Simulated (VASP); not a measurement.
# Ta8HN8 (a cell with a defect) in VASP: notebook

The runs below take Ta8HN8 (a cell with a defect) through single point, with PBE.

Program: VASP 6.6.1. These are calculated values, not measurements. Logs are shortened: lines on timing, memory, paths and dates and some standing lists are left out, and cuts for length are marked.

## (1) The cell of the first run

The cell holds a defect, 17 atoms: a = 5.796 Å, b = 5.900 Å, c = 5.900 Å, α = 120.00°, β = 90.00°, γ = 90.00°.

## (2) Single point, PBE (with an interstitial atom, then relaxed in part)

INCAR reads:

```
PREC     = Accurate       # precision mode
ENCUT    = 520            # plane-wave cutoff, eV
EDIFF    = 1E-7           # SCF threshold, eV
ISMEAR   = 0              # smearing method
SIGMA    = 0.1            # smearing width, eV
LREAL    = Auto         
LASPH    = True           # aspherical terms in the spheres
NELM     = 60             # most SCF steps
ALGO     = Fast           # electronic algorithm
ISIF     = 2              # what is computed and relaxed
LWAVE    = False          # write WAVECAR
LCHARG   = False          # write CHGCAR
GGA      = PE             # functional
NBANDS   = 78             # bands
```

KPOINTS reads:

```
Automatic mesh
0
Gamma
  4 5 5
  0.5 0 0
```

POSCAR reads:

```
Ta8HN8
1.0
    0.0000000000      0.0000000000      5.7955432028
   -2.9501846797     -5.1098697569      0.0000000000
    5.9003693593      0.0000000000      0.0000000000
Ta N H
8 8 1
Direct
    0.2501405633      0.1745520083      0.8274165009
    0.7501414982      0.1745162452      0.8274234213
    0.2501013738      0.1846470719      0.3324713414
    0.7501068781      0.1736036000      0.3269772632
    0.2501050854      0.6694868141      0.8172918149
    0.7501106154      0.6749510957      0.8283098855
    0.2501405019      0.6694834680      0.3324727312
    0.7501425853      0.6749325480      0.3269873966
   -0.0023712047      0.0097919091      0.4979710919
    0.5026287221      0.0097836591      0.4979595648
   -0.0023725754      0.0098052999     -0.0078648535
    0.5026355052      0.0098180326     -0.0078813866
    0.0013571965      0.5078515820      0.4940765327
    0.4988675090      0.5078473123      0.4940762712
   -0.0023704283      0.5039788377     -0.0078589081
    0.5026289471      0.5039921178     -0.0078502373
    0.2502008303      0.8412088585      0.1607427938
```

Potentials or basis: VASP PAW PBE potentials, release 64 (Ta_pv, N, H).

The run is started by

```
$ cat potpaw_PBE.64/Ta_pv/POTCAR potpaw_PBE.64/N/POTCAR potpaw_PBE.64/H/POTCAR > POTCAR
$ mpirun -np 1 vasp_std > vasp.out
```

OUTCAR:

```text
PREC = Accurate
   ENCUT = 520
   EDIFF = 1E-7
   ISMEAR = 0
   LREAL = Auto
   LASPH = True
   NELM = 60
   ISIF = 2
   GGA = PE

 ion  position               nearest neighbor table
   1  0.250  0.175  0.827-  16 2.23  12 2.23  15 2.23  10 2.23   9 2.23  11 2.23   2 2.90   2 2.90
                             3 2.95   7 2.95   5 2.95   5 2.95   7 2.95   3 2.95
   2  0.750  0.175  0.827-  12 2.21  11 2.21   9 2.21  15 2.21  10 2.21  16 2.21   1 2.90   1 2.90
                             4 2.95   8 2.95   6 2.95   6 2.95   8 2.95   4 2.95
   3  0.250  0.185  0.332-  17 1.75  13 2.19  14 2.19  11 2.27   9 2.27  10 2.27  12 2.27   5 2.86
                             7 2.86   4 2.90   4 2.90   1 2.95   1 2.95   7 3.04   5 3.04
   4  0.750  0.174  0.327-  10 2.23   9 2.23  12 2.23  11 2.23  14 2.24  13 2.24   3 2.90   3 2.90
                             6 2.94   8 2.94   2 2.95   2 2.95   8 2.96   6 2.96
   5  0.250  0.669  0.817-  17 1.75  13 2.19  14 2.19  11 2.27  15 2.27  12 2.27  16 2.27   7 2.86
                             3 2.86   6 2.90   6 2.90   1 2.95   1 2.95   3 3.04   7 3.04
   6  0.750  0.675  0.828-  16 2.23  15 2.23  12 2.23  11 2.23  14 2.24  13 2.24   5 2.90   5 2.90
                             4 2.94   8 2.94   2 2.95   2 2.95   8 2.96   4 2.96
   7  0.250  0.669  0.332-  17 1.76  14 2.19  13 2.19  10 2.27  16 2.27   9 2.27  15 2.27   5 2.86
                             3 2.86   8 2.90   8 2.90   1 2.95   1 2.95   3 3.04   5 3.04
   8  0.750  0.675  0.327-  15 2.23   9 2.23  16 2.23  10 2.23  13 2.24  14 2.24   7 2.90   7 2.90
                             4 2.94   6 2.94   2 2.95   2 2.95   6 2.96   4 2.96
   9  0.998  0.010  0.498-   2 2.21   1 2.23   4 2.23   8 2.23   7 2.27   3 2.27
  10  0.503  0.010  0.498-   2 2.21   1 2.23   4 2.23   8 2.23   7 2.27   3 2.27
  11  0.998  0.010  0.992-   2 2.21   1 2.23   4 2.23   6 2.23   5 2.27   3 2.27
  12  0.503  0.010  0.992-   2 2.21   1 2.23   4 2.23   6 2.23   5 2.27   3 2.27
  13  0.001  0.508  0.494-   3 2.19   5 2.19   7 2.19   8 2.24   6 2.24   4 2.24
  14  0.499  0.508  0.494-   3 2.19   7 2.19   5 2.19   8 2.24   6 2.24   4 2.24
  15  0.998  0.504  0.992-   2 2.21   1 2.23   6 2.23   8 2.23   5 2.27   7 2.27
  16  0.503  0.504  0.992-   2 2.21   1 2.23   6 2.23   8 2.23   7 2.27   5 2.27
  17  0.250  0.841  0.161-   3 1.75   5 1.75   7 1.76

  LATTYP: Found a hexagonal cell.
 ALAT       =     5.9003693594
 C/A-ratio  =     0.9822339670

  Lattice vectors:

 A1 = (  -2.9501846797,  -5.1098697569,   0.0000000000)
 A2 = (   5.9003693593,   0.0000000000,   0.0000000000)
 A3 = (   0.0000000000,   0.0000000000,   5.7955432028)

Analysis of symmetry for initial positions (statically):
=====================================================================
 Subroutine PRICEL returns:
 Original cell was already a primitive cell.

 Routine SETGRP: Setting up the symmetry group for a
 hexagonal supercell.

 Subroutine GETGRP returns: Found  1 space group operations
 (whereof  1 operations were pure point group operations)
 out of a pool of 24 trial point group operations.

The static configuration has the point symmetry C_1 .

Analysis of symmetry for dynamics (positions and initial velocities):
=====================================================================
 Subroutine PRICEL returns:
 Original cell was already a primitive cell.

 Routine SETGRP: Setting up the symmetry group for a
 hexagonal supercell.

 Subroutine GETGRP returns: Found  1 space group operations
 (whereof  1 operations were pure point group operations)
 out of a pool of 24 trial point group operations.

The dynamic configuration has the point symmetry C_1 .

 Subroutine INISYM returns: Found  1 space group operations
 (whereof  1 operations are pure point group operations),
 and found     1 'primitive' translations

----------------------------------------------------------------------------------------

                                     Primitive cell

  volume of cell :     174.7363

  direct lattice vectors                    reciprocal lattice vectors
     0.000000000  0.000000000  5.795543203     0.000000000  0.000000000  0.172546380
    -2.950184680 -5.109869757  0.000000000     0.000000000 -0.195699704  0.000000000
     5.900369359  0.000000000  0.000000000     0.169480915 -0.097849852  0.000000000

  length of vectors
     5.795543203  5.900369359  5.900369359     0.172546380  0.195699704  0.195699704

  position of ions in fractional coordinates (direct lattice)
     0.250140563  0.174552008  0.827416501
     0.750141498  0.174516245  0.827423421
     0.250101374  0.184647072  0.332471341
     0.750106878  0.173603600  0.326977263
[... 46 lines left out ...]
     0.000000000 -0.039139941  0.000000000     0.000000000  0.200000000  0.000000000
     0.033896183 -0.019569970  0.000000000     0.000000000  0.000000000  0.200000000

  Length of vectors
     0.043136595  0.039139941  0.039139941

  Shift w.r.t. Gamma in fractional coordinates (k-lattice)
     0.500000000  0.000000000  0.000000000

 Subroutine IBZKPT returns following result:
 ===========================================

 Found     50 irreducible k-points:

 Following reciprocal coordinates:
            Coordinates               Weight
  0.125000  0.000000  0.000000      2.000000
  0.375000  0.000000  0.000000      2.000000
  0.125000  0.200000  0.000000      2.000000
  0.125000  0.000000  0.200000      2.000000
  0.125000 -0.200000  0.200000      2.000000
  0.125000 -0.200000  0.000000      2.000000
[... 16 lines left out ...]
  0.375000 -0.400000  0.400000      2.000000
  0.375000 -0.400000  0.000000      2.000000
 [... further k-points ...]
   k-points           NKPTS =     50   k-points in BZ     NKDIM =     50   number of bands    NBANDS=     78
   number of dos      NEDOS =    301   number of ions     NIONS =     17
   total plane-waves  NPLWV = 110592
   dimension x,y,z NGX =    48 NGY =   48 NGZ =   48
   dimension x,y,z NGXF=    96 NGYF=   96 NGZF=   96
   ions per type =               8   8   1
   NGX,Y,Z   is equivalent  to a cutoff of  13.77, 13.52, 13.52 a.u.
   NGXF,Y,Z  is equivalent  to a cutoff of  27.54, 27.05, 27.05 a.u.
 SYSTEM =  unknown system
   PREC   = accura    normal or accurate (medium, high low for compatibility)
   ISTART =      0    job   : 0-new  1-cont  2-samecut
   ICHARG =      2    charge: 1-file 2-atom 10-const
   ISPIN  =      1    spin polarized calculation?
   LNONCOLLINEAR =      F non collinear calculations
   LSORBIT =      F    spin-orbit coupling
   LASPH  =      T    aspherical Exc in radial PAW
   ENCUT  =  520.0 eV  38.22 Ry    6.18 a.u.  10.78 10.97 10.97*2*pi/ulx,y,z
   NELM   =     60;   NELMIN=  2; NELMDL= -5     # of ELM steps
   EDIFF  = 0.1E-06   stopping-criterion for ELM
   LREAL  =      T    real-space projection
   EDIFFG = 0.1E-05   stopping-criterion for IOM
   NSW    =      0    number of steps for IOM
   IBRION =     -1    ionic relax: 0-MD 1-quasi-New 2-CG
   NFREE  =      0    steps in history (QN), initial steepest desc. (CG)
   ISIF   =      2    stress and relaxation
   ISYM   =      2    0-nonsym 1-usesym 2-fastsym
   POTIM  = 0.5000    time-step for ionic-motion
   TEBEG  =    0.0;   TEEND  =   0.0 temperature during run
   PSTRESS=    0.0 pullay stress
   NELECT =     129.0000    total number of electrons
   NUPDOWN=      -1.0000    fix difference up-down
   EMIN   =  10.00;   EMAX   =-10.00  energy-range for DOS
   EFERMI =   0.00;   METHOD = LEGACY
   ISMEAR =     0;   SIGMA  =   0.10  broadening in eV -4-tet -1-fermi 0-gaus
   EFERMI_NEDOS =   21; number of points for ismear=-14 and -15
   IALGO  =     68    algorithm
   IMIX   =      4    mixing-type and parameters
     AMIX     =   0.40;   BMIX     =  1.00
     AMIX_MAG =   1.60;   BMIX_MAG =  1.00
  volume/ion in A,a.u.               =      10.28        69.36
  Fermi-wavevector in a.u.,A,eV,Ry     =   1.479598  2.796034 29.786005  2.189210
  Thomas-Fermi vector in A             =   2.593736
   LORBIT       =      0    0 simple, 1 ext, 2 COOP (PROOUT), +10 PAW based schemes
   GGA     = PE    functional components
   LHFCALC =     F    Hartree Fock is set to
   AEXX    =    0.0000 exact exchange contribution
   IVDW    =     0    specifies the selected vdW correction
   LEPSILON=     F    determine dielectric tensor
   LRPA    =     F    only Hartree local field effects (RPA)
 non-spin polarized calculation
 RMM-DIIS sequential band-by-band and
 Gauss-broadening in eV      SIGMA  =   0.10
  energy-cutoff  :      520.00
  volume of cell :      174.74
 maximum number of plane-waves:      4717
 NGX is ok and might be reduce to    48
   NGX = 21   NGY = 21   NGZ = 21

 number of electron     129.0000000 magnetization

 Free energy of the ion-electron system (eV)
  ---------------------------------------------------
  ext. energy  EPLUGINS =         0.00000000
  ---------------------------------------------------
  free energy    TOTEN  =      -181.61823338 eV

  energy without entropy =     -181.60985101  energy(sigma->0) =     -181.61404219

 E-fermi :   9.0666     XC(G=0): -13.3160

 val. band max:        9.0248803307   @ k =   0.1250  -0.2000  -0.2000
 cond. band min:       9.2331214458   @ k =   0.1250  -0.2000  -0.4000
 fundamental gap:      0.2082411150
 Fermi energy:         9.0665740493

 k-point     1 :       0.1250    0.0000    0.0000
  band No.  band energies     occupation
      1     -27.7450      2.00000
      2     -27.5319      2.00000
      3     -27.3616      2.00000
      4     -27.3616      2.00000
      5     -27.3018      2.00000
      6     -27.3018      2.00000
[... 1885 lines left out ...]
     75      11.2886      0.00000
     76      11.3566      0.00000

 [... further k-points ...]

 [bands above 76 left out]

------------------------ aborting loop because EDIFF is reached ----------------------------------------

  FORCE on cell =-STRESS in cart. coord.  units (eV):
  Direction    XX          YY          ZZ          XY          YZ          ZX
  --------------------------------------------------------------------------------------
  -------------------------------------------------------------------------------------
  Total        8.6766588      8.6766616      1.6748253     -0.0028136     -0.0007303     -0.0001566
  in kB       79.5572795     79.5573050     15.3566654     -0.0257984     -0.0066960     -0.0014359
  external PRESSURE =      58.1570833 kB  Pullay stress =       0.0000000 kB

 VOLUME and BASIS-vectors are now :
 -----------------------------------------------------------------------------
  energy-cutoff  :      520.00
  volume of cell :      174.74
      direct lattice vectors                 reciprocal lattice vectors
     0.000000000  0.000000000  5.795543203     0.000000000  0.000000000  0.172546380
    -2.950184680 -5.109869757  0.000000000     0.000000000 -0.195699704  0.000000000
     5.900369359  0.000000000  0.000000000     0.169480915 -0.097849852  0.000000000

 POSITION                                       TOTAL-FORCE (eV/Angst)
 -----------------------------------------------------------------------------------
      4.36710     -0.89194      1.44970         0.000219      0.001745     -0.001609
      4.36725     -0.89176      4.34748        -0.001584     -0.000321     -0.002229
      1.41696     -0.94352      1.44947        -0.000790     -0.017932      0.002543
      1.41712     -0.88709      4.34728        -0.001523     -0.004664      0.001485
      2.84721     -3.42099      1.44949        -0.013188      0.008627      0.002465
      2.89610     -3.44891      4.34730        -0.003207      0.000156      0.001262
[... 9 lines left out ...]
      4.36718     -2.57533      2.91301         0.000437      0.001672     -0.000251
     -1.53328     -4.29847      1.45005         0.000164      0.000931     -0.000390
 -----------------------------------------------------------------------------------
    total drift:                                0.001137     -0.003413     -0.000753

  FREE ENERGIE OF THE ION-ELECTRON SYSTEM (eV)
  ---------------------------------------------------
  free  energy   TOTEN  =      -181.6182333768 eV

  energy  without entropy=     -181.6098510109  energy(sigma->0) =     -181.61404219
```

It took 32 min on 1 thread of Oxide Virtual Turin-like, shared host; peak memory 0.57 GiB.

What came out:

```
Free energy            : -181.6182 eV
Pressure               : 5.8 GPa
Largest force          : 0.018 eV/Å
Band gap on the k mesh : zero (an odd number of electrons rules out a gap without spin polarisation)
```

Forces on the atoms (eV/Å):
```
Ta   0.000  0.002 -0.002
Ta  -0.002  0.000 -0.002
Ta  -0.001 -0.018  0.003
Ta  -0.002 -0.005  0.001
Ta  -0.013  0.009  0.002
Ta  -0.003  0.000  0.001
Ta   0.015  0.009 -0.002
Ta  -0.001 -0.001 -0.002
N   -0.001  0.000  0.002
N    0.000 -0.001 -0.001
N    0.001  0.001  0.000
N    0.003  0.002 -0.002
N    0.001  0.000 -0.008
N    0.001  0.000  0.009
N    0.001  0.000  0.001
N    0.000  0.002  0.000
H    0.000  0.001  0.000
```

Caveat: the cell differs from its parent crystal (with an interstitial atom, then relaxed in part); spin-orbit coupling is left out, which moves the levels of the heavy elements; an odd number of electrons without spin polarisation forces a metal; a magnetic or distorted state may lie lower.

[end of part 1 of 2]

The gap in the log of VASP goes by the Fermi energy; the results here count the filled bands.